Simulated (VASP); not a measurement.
# TiH5 (P4/mmm) in VASP: a series of runs, part 2 of 2

VASP 6.6.1. The steps go on from the part before.

## Step 3: Single point, PBE

This run uses another cell than the first one, of 8.08 Å³/atom.

The input, INCAR:

```
  PREC = Accurate
  ENCUT = 500
  EDIFF = 1E-6
  ISMEAR = 0
  SIGMA = 0.2
  LREAL = False
  LASPH = True
  NELM = 120
  ALGO = Normal
  ISIF = 2
  LWAVE = False
  LCHARG = False
  GGA = PE
  NBANDS = 18
  GGA_COMPAT = False
```

The input, KPOINTS:

```
Automatic mesh
0
Gamma
  4 4 4
```

The input, POSCAR:

```
TiH5
1.0
    3.8034298001      0.0000000000      0.0000000000
    0.0000000000      3.8034298001      0.0000000000
    0.0000000000      0.0000000000      3.3529428730
Ti H
1 5
Direct
    0.0000000000      0.0000000000      0.5000000000
    0.3824965404      0.0000000000      0.0000000000
    0.6175034596      0.0000000000      0.0000000000
    0.0000000000      0.3824965404      0.0000000000
    0.0000000000      0.6175034596      0.0000000000
    0.0000000000      0.0000000000      0.0000000000
```

Potentials or basis: VASP PAW PBE potentials, release 64 (Ti_sv, H).

Launch:

```
$ cat potpaw_PBE.64/Ti_sv/POTCAR potpaw_PBE.64/H/POTCAR > POTCAR
$ mpirun -np 1 vasp_std > vasp.out
```

OUTCAR:

```text
PREC = Accurate
   ENCUT = 500
   EDIFF = 1E-6
   ISMEAR = 0
   LREAL = False
   LASPH = True
   NELM = 120
   ISIF = 2
   GGA = PE

 ion  position               nearest neighbor table
   1  0.000  0.000  0.500-   6 1.68   6 1.68
   2  0.382  0.000  0.000-
   3  0.618  0.000  0.000-
   4  0.000  0.382  0.000-
   5  0.000  0.618  0.000-
   6  0.000  0.000  0.000-   1 1.68   1 1.68

  LATTYP: Found a simple tetragonal cell.
[... 574 lines left out ...]
  --------------------------------------------------------------------------------------
  -------------------------------------------------------------------------------------
  Total       -0.1006037     -0.1006037      0.1402299      0.0000000      0.0000000      0.0000000
  in kB       -3.3231319     -3.3231319      4.6320599      0.0000000      0.0000000      0.0000000
  external PRESSURE =      -0.6714013 kB  Pullay stress =       0.0000000 kB

 VOLUME and BASIS-vectors are now :
 -----------------------------------------------------------------------------
  energy-cutoff  :      500.00
  volume of cell :       48.50
      direct lattice vectors                 reciprocal lattice vectors
     3.803429800  0.000000000  0.000000000     0.262920588  0.000000000  0.000000000
     0.000000000  3.803429800  0.000000000     0.000000000  0.262920588  0.000000000
     0.000000000  0.000000000  3.352942873     0.000000000  0.000000000  0.298245463

 POSITION                                       TOTAL-FORCE (eV/Angst)
 -----------------------------------------------------------------------------------
      0.00000      0.00000      1.67647         0.000000      0.000000     -0.000000
      1.45480      0.00000      0.00000         0.024259      0.000000      0.000000
      2.34863      0.00000      0.00000        -0.024259      0.000000     -0.000000
      0.00000      1.45480      0.00000         0.000000      0.024259     -0.000000
      0.00000      2.34863      0.00000        -0.000000     -0.024259      0.000000
      0.00000      0.00000      0.00000         0.000000      0.000000     -0.000000
 -----------------------------------------------------------------------------------
    total drift:                               -0.000000     -0.000000      0.000000

  FREE ENERGIE OF THE ION-ELECTRON SYSTEM (eV)
  ---------------------------------------------------
  free  energy   TOTEN  =       -21.0705672290 eV

  energy  without entropy=      -21.0256943274  energy(sigma->0) =      -21.04813078
```

stdout:

```text
POSCAR found type information on POSCAR TiH
 POSCAR found :  2 types and       6 ions
 scaLAPACK will be used
 LDA part: xc-table for (Slater+PW92), standard interpolation
 POSCAR, INCAR and KPOINTS ok, starting setup
 FFT: planning ... GRIDC
 FFT: planning ... GRID_SOFT
 FFT: planning ... GRID
 WAVECAR not read
 entering main loop
```

It took 30 s on 1 thread of Intel Xeon 8259CL, shared host; peak memory 0.15 GiB.

What came out:

- Free energy: -21.0706 eV
- Pressure: -0.1 GPa
- Largest force: 0.024 eV/Å
- Band gap on the k mesh: zero (an odd number of electrons rules out a gap without spin polarisation)

Forces in eV/Å, atoms in the order of the input:
```
Ti   0.000  0.000  0.000
H    0.024  0.000  0.000
H   -0.024  0.000  0.000
H    0.000  0.024  0.000
H    0.000 -0.024  0.000
H    0.000  0.000  0.000
```

Stress tensor (GPa, compression positive):
```
-0.33  0.00  0.00
 0.00 -0.33  0.00
 0.00  0.00  0.46
```

Caveat: the k points lie up to 0.47 Å⁻¹ apart, too coarse for converged energies and pressures of a metal.

## Step 4: Single point, PBE

This run uses another cell than the first one, of 8.63 Å³/atom.

The input, INCAR:

```
PREC = Accurate
ENCUT = 500
EDIFF = 1E-6
ISMEAR = 0
SIGMA = 0.2
LREAL = False
LASPH = True
NELM = 120
ALGO = Normal
ISIF = 2
LWAVE = False
LCHARG = True
GGA = PE
LELF = True
LVHAR = True
NBANDS = 18
GGA_COMPAT = False
```

The input, KPOINTS:

```
regular mesh
0
Gamma
  4 4 4
```

The input, POSCAR:

```
TiH5
1.0
    3.7990287195      0.0000000000      0.0000000000
    0.0000000000      3.7990287195      0.0000000000
    0.0000000000      0.0000000000      3.5879494617
Ti H
1 5
Direct
    0.5000000000      0.5000000000      0.5000000000
    0.1562184602      0.1562184602      0.5000000000
    0.8437815398      0.8437815398      0.5000000000
    0.8437815398      0.1562184602      0.5000000000
    0.1562184602      0.8437815398      0.5000000000
    0.5000000000      0.5000000000      0.0000000000
```

Launch:

```
$ cat potpaw_PBE.64/Ti_sv/POTCAR potpaw_PBE.64/H/POTCAR > POTCAR
$ mpirun -np 1 vasp_std > vasp.out
```

It took 22 s on 1 thread of Intel Xeon 8259CL, shared host; peak memory 0.16 GiB.

It converged, with:

- Free energy: -21.6314 eV
- Pressure: 0.0 GPa
- Largest force: 0.067 eV/Å
- Band gap on the k mesh: zero (an odd number of electrons rules out a gap without spin polarisation)

Forces on the atoms (eV/Å):
```
Ti   0.000  0.000  0.000
H    0.047  0.047  0.000
H   -0.047 -0.047  0.000
H   -0.047  0.047  0.000
H    0.047 -0.047  0.000
H    0.000  0.000  0.000
```

Levels at points of the mesh, in eV from the Fermi level:
```csv
k point,band 6,band 7,band 8,band 9,band 10,band 11
"(0.00, 0.00, 0.00)",-5.11,-0.66,-0.66,-0.58,-0.52,1.03
"(0.50, 0.00, 0.00)",-5.78,-3.79,-2.93,0.63,1.03,1.07
"(0.50, 0.50, 0.00)",-5.01,-2.90,-2.90,0.47,0.74,0.74
"(0.00, 0.00, 0.50)",-3.61,-0.52,-0.29,-0.29,-0.29,0.39
"(0.50, 0.00, 0.50)",-4.08,-2.97,-2.78,-0.78,0.50,0.94
"(0.50, 0.50, 0.50)",-2.51,-2.26,-2.26,-0.34,-0.34,0.29
```

Caveat: the k points lie up to 0.44 Å⁻¹ apart, too coarse for converged energies and pressures of a metal.

## Step 5: Overview

```tsv
cell	k mesh	gap on the mesh (eV)	pressure (GPa)	largest force (eV/Å)
a = 3.493, b = 3.493, c = 3.616 Å, 6 atoms, atomic positions A	5 × 5 × 4	none	-0.3	0.01
a = 3.803, b = 3.803, c = 3.353 Å, 6 atoms, atomic positions B	4 × 4 × 4	none	-0.1	0.02
a = 3.799, b = 3.799, c = 3.588 Å, 6 atoms, atomic positions C	4 × 4 × 4	none	0.0	0.07
```

Alike in all rows: task single point; level PBE; potentials or basis VASP PAW PBE potentials, release 64 (Ti_sv, H); no spin polarisation; cutoff (eV) 500; smearing gaussian 0.2 eV.

Caveats: all runs use coarse meshes.

Total energies depend on the potentials used, so only differences within one code and one set of settings carry meaning.
